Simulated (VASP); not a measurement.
# Al2Cu (Pm) in VASP: notebook

Runs on Al2Cu. Level: PBE. Tasks: single point.

All numbers are computed with VASP 6.6.1; they aren't measurements. Logs are shortened: lines on timing, memory, paths and dates and some standing lists are left out, and cuts for length are marked.

**1. The cell of the first run**

It takes space group Pm (No. 6, monoclinic). The conventional cell has a = 4.121 Å, b = 2.885 Å, c = 4.121 Å, α = 90.00°, β = 90.00°, γ = 90.00°. Al (site symmetry m) has 4 Cu at 2.48 to 2.55 Å and 6 Al at 2.73 to 3.10 Å within 3.3 Å. Al (site symmetry m) has 4 Cu at 2.41 to 2.64 Å and 6 Al at 2.73 to 3.10 Å within 3.2 Å. Cu (site symmetry m) has 8 Al at 2.41 to 2.64 Å and 2 Cu at 2.88 Å within 3.2 Å.

**2. Single point, PBE (atoms displaced along several vibrational modes)**

The input, INCAR:

```
SYSTEM = Al2Cu
  ALGO = Fast
  EDIFF = 1E-6
  ENCUT = 520
  GGA = PE
  ISIF = 2
  ISMEAR = 0
  LASPH = .True.
  LCHARG = .False.
  LREAL = .False.
  LWAVE = .False.
  NBANDS = 16
  NELM = 100
  PREC = Accurate
  SIGMA = 0.15
```

The input, KPOINTS:

```
k-points
0
Gamma
  10 10 14
  0 0 0
```

The input, POSCAR:

```
Al2Cu
1.0
    4.1211626268      0.0000000000      0.0000000000
    0.0000000000      4.1211626268      0.0000000000
    0.0000000000      0.0000000000      2.8847334069
Al Cu
2 1
Direct
    0.5022615501      0.0058614588      0.5000000000
   -0.0296032967      0.4741577779      0.5000000000
    0.0116092655      0.0084838028      0.0000000000
```

Potentials or basis: VASP PAW PBE potentials, release 64 (Al, Cu).

Started as:

```console
$ cat potpaw_PBE.64/Al/POTCAR potpaw_PBE.64/Cu/POTCAR > POTCAR
$ mpirun -np 1 vasp_std > vasp.out
```

OUTCAR:

```text
SYSTEM = Al2Cu
   EDIFF = 1E-6
   ENCUT = 520
   GGA = PE
   ISIF = 2
   ISMEAR = 0
   LASPH = .True.
   LREAL = .False.
   NELM = 100
   PREC = Accurate

 ion  position               nearest neighbor table
   1  0.502  0.006  0.500-   3 2.48   3 2.48   3 2.55   3 2.55   2 2.73   2 2.92   2 2.92   2 3.10

   2  0.970  0.474  0.500-   3 2.41   3 2.41   3 2.64   3 2.64   1 2.73   1 2.92   1 2.92   1 3.10

   3  0.012  0.008  0.000-   2 2.41   2 2.41   1 2.48   1 2.48   1 2.55   1 2.55   2 2.64   2 2.64

  LATTYP: Found a simple tetragonal cell.
 ALAT       =     4.1211626268
 C/A-ratio  =     0.6999804832

  Lattice vectors:

 A1 = (   4.1211626268,   0.0000000000,   0.0000000000)
 A2 = (   0.0000000000,   4.1211626268,   0.0000000000)
 A3 = (   0.0000000000,   0.0000000000,   2.8847334069)

Analysis of symmetry for initial positions (statically):
=====================================================================
 Subroutine PRICEL returns:
 Original cell was already a primitive cell.

 Routine SETGRP: Setting up the symmetry group for a
 simple tetragonal supercell.

 Subroutine GETGRP returns: Found  2 space group operations
 (whereof  2 operations were pure point group operations)
 out of a pool of 16 trial point group operations.

The static configuration has the point symmetry C_1h.

Analysis of symmetry for dynamics (positions and initial velocities):
=====================================================================
 Subroutine PRICEL returns:
 Original cell was already a primitive cell.

 Routine SETGRP: Setting up the symmetry group for a
 simple tetragonal supercell.

 Subroutine GETGRP returns: Found  2 space group operations
 (whereof  2 operations were pure point group operations)
 out of a pool of 16 trial point group operations.

The dynamic configuration has the point symmetry C_1h.

 Subroutine INISYM returns: Found  2 space group operations
 (whereof  2 operations are pure point group operations),
 and found     1 'primitive' translations

----------------------------------------------------------------------------------------

                                     Primitive cell

  volume of cell :      48.9943

  direct lattice vectors                    reciprocal lattice vectors
     4.121162627  0.000000000  0.000000000     0.242649973  0.000000000  0.000000000
     0.000000000  4.121162627  0.000000000     0.000000000  0.242649973  0.000000000
     0.000000000  0.000000000  2.884733407     0.000000000  0.000000000  0.346652484

  length of vectors
     4.121162627  4.121162627  2.884733407     0.242649973  0.242649973  0.346652484

  position of ions in fractional coordinates (direct lattice)
     0.502261550  0.005861459  0.500000000
     0.970396703  0.474157778  0.500000000
     0.011609265  0.008483803  0.000000000

  ion indices of the primitive-cell ions
   primitive index   ion index
                 1           1
                 2           2
                 3           3

----------------------------------------------------------------------------------------

 KPOINTS: k-points

Automatic generation of k-mesh.
 Grid dimensions read from file:
 generate k-points for:   10   10   14

 Generating k-lattice:

  Cartesian coordinates                     Fractional coordinates (reciprocal lattice)
     0.024264997  0.000000000  0.000000000     0.100000000  0.000000000  0.000000000
     0.000000000  0.024264997  0.000000000     0.000000000  0.100000000  0.000000000
     0.000000000  0.000000000  0.024760892     0.000000000  0.000000000  0.071428571

  Length of vectors
     0.024264997  0.024264997  0.024760892

  Shift w.r.t. Gamma in fractional coordinates (k-lattice)
     0.000000000  0.000000000  0.000000000

 Subroutine IBZKPT returns following result:
 ===========================================

 Found    416 irreducible k-points:

 Following reciprocal coordinates:
            Coordinates               Weight
  0.000000  0.000000  0.000000      1.000000
  0.100000  0.000000  0.000000      2.000000
  0.000000  0.100000  0.000000      2.000000
  0.200000  0.000000  0.000000      2.000000
  0.000000  0.200000  0.000000      2.000000
  0.300000  0.000000  0.000000      2.000000
[... 16 lines left out ...]
 -0.100000  0.400000  0.000000      2.000000
 -0.400000  0.100000  0.000000      2.000000
 [... further k-points ...]
   k-points           NKPTS =    416   k-points in BZ     NKDIM =    416   number of bands    NBANDS=     16
   number of dos      NEDOS =    301   number of ions     NIONS =      3
   total plane-waves  NPLWV =  24576
   dimension x,y,z NGX =    32 NGY =   32 NGZ =   24
   dimension x,y,z NGXF=    64 NGYF=   64 NGZF=   48
   ions per type =               2   1
   NGX,Y,Z   is equivalent  to a cutoff of  12.91, 12.91, 13.83 a.u.
   NGXF,Y,Z  is equivalent  to a cutoff of  25.82, 25.82, 27.66 a.u.
 SYSTEM =  Al2Cu
   PREC   = accura    normal or accurate (medium, high low for compatibility)
   ISTART =      0    job   : 0-new  1-cont  2-samecut
   ICHARG =      2    charge: 1-file 2-atom 10-const
   ISPIN  =      1    spin polarized calculation?
   LNONCOLLINEAR =      F non collinear calculations
   LSORBIT =      F    spin-orbit coupling
   LASPH  =      T    aspherical Exc in radial PAW
   ENCUT  =  520.0 eV  38.22 Ry    6.18 a.u.   7.66  7.66  5.36*2*pi/ulx,y,z
   NELM   =    100;   NELMIN=  2; NELMDL= -5     # of ELM steps
   EDIFF  = 0.1E-05   stopping-criterion for ELM
   LREAL  =      F    real-space projection
   EDIFFG = 0.1E-04   stopping-criterion for IOM
   NSW    =      0    number of steps for IOM
   IBRION =     -1    ionic relax: 0-MD 1-quasi-New 2-CG
   NFREE  =      0    steps in history (QN), initial steepest desc. (CG)
   ISIF   =      2    stress and relaxation
   ISYM   =      2    0-nonsym 1-usesym 2-fastsym
   POTIM  = 0.5000    time-step for ionic-motion
   TEBEG  =    0.0;   TEEND  =   0.0 temperature during run
   PSTRESS=    0.0 pullay stress
   NELECT =      17.0000    total number of electrons
   NUPDOWN=      -1.0000    fix difference up-down
   EMIN   =  10.00;   EMAX   =-10.00  energy-range for DOS
   EFERMI =   0.00;   METHOD = LEGACY
   ISMEAR =     0;   SIGMA  =   0.15  broadening in eV -4-tet -1-fermi 0-gaus
   EFERMI_NEDOS =   21; number of points for ismear=-14 and -15
   IALGO  =     68    algorithm
   IMIX   =      4    mixing-type and parameters
     AMIX     =   0.40;   BMIX     =  1.00
     AMIX_MAG =   1.60;   BMIX_MAG =  1.00
  volume/ion in A,a.u.               =      16.33       110.21
  Fermi-wavevector in a.u.,A,eV,Ry     =   1.150384  2.173910 18.005716  1.323383
  Thomas-Fermi vector in A             =   2.287048
   LORBIT       =      0    0 simple, 1 ext, 2 COOP (PROOUT), +10 PAW based schemes
   GGA     = PE    functional components
   LHFCALC =     F    Hartree Fock is set to
   AEXX    =    0.0000 exact exchange contribution
   IVDW    =     0    specifies the selected vdW correction
   LEPSILON=     F    determine dielectric tensor
   LRPA    =     F    only Hartree local field effects (RPA)
 non-spin polarized calculation
 RMM-DIIS sequential band-by-band and
 Gauss-broadening in eV      SIGMA  =   0.15
  energy-cutoff  :      520.00
  volume of cell :       48.99
 maximum number of plane-waves:      1339
   NGX = 15   NGY = 15   NGZ = 11

 number of electron      17.0000001 magnetization

 Free energy of the ion-electron system (eV)
  ---------------------------------------------------
  ext. energy  EPLUGINS =         0.00000000
  ---------------------------------------------------
  free energy    TOTEN  =       -11.19609317 eV

  energy without entropy =      -11.18555678  energy(sigma->0) =      -11.19082497

 E-fermi :   7.0595     XC(G=0): -10.3599

 val. band max:        7.0593882330   @ k =  -0.3000   0.2000  -0.2857
 cond. band min:       7.0647134760   @ k =  -0.4000   0.4000   0.4286
 fundamental gap:      0.0053252431
 Fermi energy:         7.0595216243

 k-point     1 :       0.0000    0.0000    0.0000
  band No.  band energies     occupation
      1      -3.4134      2.00000
      2       1.6997      2.00000
      3       2.1954      2.00000
      4       2.8430      2.00000
      5       3.0420      2.00000
      6       3.0676      2.00000
[... 8 lines left out ...]
     15      14.2025      0.00000
     16      19.4351      0.00000

 k-point     2 :       0.1000    0.0000    0.0000
  band No.  band energies     occupation
      1      -3.3299      2.00000
      2       1.6477      2.00000
      3       2.1762      2.00000
      4       2.8172      2.00000
      5       3.0409      2.00000
      6       3.0660      2.00000
[... 8 lines left out ...]
     15      15.3488      0.00000
     16      19.1970      0.00000

 k-point     3 :       0.0000    0.1000    0.0000
  band No.  band energies     occupation
      1      -3.3309      2.00000
      2       1.6491      2.00000
      3       2.1759      2.00000
      4       2.8186      2.00000
      5       3.0402      2.00000
      6       3.0667      2.00000
[... 8 lines left out ...]
     15      15.3475      0.00000
     16      19.2314      0.00000

 k-point     4 :       0.2000    0.0000    0.0000
  band No.  band energies     occupation
      1      -3.0829      2.00000
      2       1.3684      2.00000
      3       2.1352      2.00000
      4       2.7566      2.00000
      5       3.0372      2.00000
      6       3.0632      2.00000
[... 8 lines left out ...]
     15      17.0765      0.00000
     16      18.4051      0.00000
[... 324 lines left out ...]
 k-point    22 :       0.4000    0.1000    0.0000
  band No.  band energies     occupation
      1      -2.1093      2.00000
      2      -0.0296      2.00000
      3       2.1084      2.00000
      4       2.6179      2.00000
      5       2.8206      2.00000
      6       3.0246      2.00000
[... 8 lines left out ...]
     15      16.7671      0.00000
     16      18.6525      0.00000

 k-point    23 :      -0.1000    0.4000    0.0000
  band No.  band energies     occupation
      1      -2.1358      2.00000
      2       0.0182      2.00000
      3       2.1059      2.00000
      4       2.6247      2.00000
      5       2.8409      2.00000
      6       3.0202      2.00000
[... 8 lines left out ...]
     15      16.8222      0.00000
     16      18.5062      0.00000

 k-point    24 :      -0.4000    0.1000    0.0000
  band No.  band energies     occupation
      1      -2.1089      2.00000
      2      -0.0299      2.00000
      3       2.1078      2.00000
      4       2.6124      2.00000
      5       2.8238      2.00000
      6       3.0243      2.00000
[... 8 lines left out ...]
     15      16.7660      0.00000
     16      18.6366      0.00000

 [... further k-points ...]
[... 5 lines left out ...]
  --------------------------------------------------------------------------------------
  -------------------------------------------------------------------------------------
  Total        0.4430047      0.6024981      0.4385168      0.1281223      0.0000000      0.0000000
  in kB       14.4868430     19.7024868     14.3400824      4.1897692      0.0000000      0.0000000
  external PRESSURE =      16.1764707 kB  Pullay stress =       0.0000000 kB

 VOLUME and BASIS-vectors are now :
 -----------------------------------------------------------------------------
  energy-cutoff  :      520.00
  volume of cell :       48.99
      direct lattice vectors                 reciprocal lattice vectors
     4.121162627  0.000000000  0.000000000     0.242649973  0.000000000  0.000000000
     0.000000000  4.121162627  0.000000000     0.000000000  0.242649973  0.000000000
     0.000000000  0.000000000  2.884733407     0.000000000  0.000000000  0.346652484

 POSITION                                       TOTAL-FORCE (eV/Angst)
 -----------------------------------------------------------------------------------
      2.06990      0.02416      1.44237        -0.044270     -0.304292      0.000000
      3.99916      1.95408      1.44237         0.234350      1.245578      0.000000
      0.04784      0.03496      0.00000        -0.190080     -0.941286      0.000000
 -----------------------------------------------------------------------------------
    total drift:                               -0.000222     -0.001056     -0.000016

  FREE ENERGIE OF THE ION-ELECTRON SYSTEM (eV)
  ---------------------------------------------------
  free  energy   TOTEN  =       -11.1960931684 eV

  energy  without entropy=      -11.1855567772  energy(sigma->0) =      -11.19082497
```

It took 6.1 min on 1 thread of Intel Xeon 8259CL, shared host; peak memory 0.41 GiB.

Results:

| Property | Result |
| --- | --- |
| Free energy | -11.1961 eV |
| Pressure | 1.6 GPa |
| Largest force | 1.267 eV/Å |
| Band gap on the k mesh | zero (an odd number of electrons rules out a gap without spin polarisation) |

Forces in eV/Å, atoms in the order of the input:
```
Al  -0.044 -0.304  0.000
Al   0.234  1.246  0.000
Cu  -0.190 -0.941  0.000
```

Stress tensor (GPa, compression positive):
```
1.45 0.42 0.00
0.42 1.97 0.00
0.00 0.00 1.43
```

Caveat: the cell differs from its parent crystal (atoms displaced along several vibrational modes); forces of over 1 eV/Å act on the atoms, so gaps and moduli don't describe the material at rest.

**3. Single point, PBE (atoms displaced along several vibrational modes)**

The input, INCAR:

```
SYSTEM = Al2Cu
PREC = Accurate ; ENCUT = 520
EDIFF = 1E-6 ; ISMEAR = 0
SIGMA = 0.15 ; LREAL = .False.
LASPH = .True. ; NELM = 60
ALGO = Fast ; ISIF = 2
LWAVE = .False. ; LCHARG = .False.
GGA = PE ; NBANDS = 16
```

The input, KPOINTS:

```
regular mesh
0
Gamma
  10 10 14
  0 0 0
```

The input, POSCAR:

```
Al2Cu
1.0
    4.1211626268      0.0000000000      0.0000000000
    0.0000000000      4.1211626268      0.0000000000
    0.0000000000      0.0000000000      2.8847334069
Al Cu
2 1
Direct
    0.5022615501      0.0078152784      0.5000000000
   -0.0296032967      0.4655437038      0.5000000000
    0.0116092655      0.0113117371      0.0000000000
```

Potentials or basis: VASP PAW PBE potentials, release 64 (Al, Cu).

Started as:

```console
$ cat potpaw_PBE.64/Al/POTCAR potpaw_PBE.64/Cu/POTCAR > POTCAR
$ mpirun -np 1 vasp_std > vasp.out
```

Wall time 7.3 min (1 thread of Intel Xeon 8259CL, shared host); peak memory 0.42 GiB.

The run converged. Its results:

| Property | Result |
| --- | --- |
| Free energy | -11.1283 eV |
| Pressure | 1.7 GPa |
| Largest force | 1.706 eV/Å |
| Band gap on the k mesh | zero (an odd number of electrons rules out a gap without spin polarisation) |

Forces in eV/Å, atoms in the order of the input:
```
Al  -0.063 -0.409  0.000
Al   0.237  1.689  0.000
Cu  -0.174 -1.280  0.000
```

Stress tensor (GPa, compression positive):
```
1.20 0.55 0.00
0.55 2.40 0.00
0.00 0.00 1.65
```

Levels at points of the mesh, in eV from the Fermi level:
```tsv
k point	band 7	band 8	band 9	band 10	band 11	band 12
(0.00, 0.00, 0.00)	-2.38	-2.27	-0.15	0.84	6.07	6.10
(0.50, 0.00, 0.00)	-4.03	-0.94	1.46	1.65	1.99	7.45
(0.00, 0.50, 0.00)	-4.01	-1.14	1.30	1.87	2.08	7.37
(0.50, 0.50, 0.00)	-4.08	-4.04	-2.40	8.43	8.58	9.16
(0.00, 0.00, 0.50)	-3.00	2.28	2.38	2.47	2.85	2.99
(0.50, 0.00, 0.50)	-3.04	-2.43	-1.70	3.46	4.11	4.26
(0.00, 0.50, 0.50)	-2.98	-2.34	-1.69	3.51	3.92	4.49
(0.50, 0.50, 0.50)	-2.29	-2.19	-0.97	-0.69	-0.09	0.08
```

Caveat: the cell differs from its parent crystal (atoms displaced along several vibrational modes); forces of over 1 eV/Å act on the atoms, so gaps and moduli don't describe the material at rest.

[end of part 1 of 2]
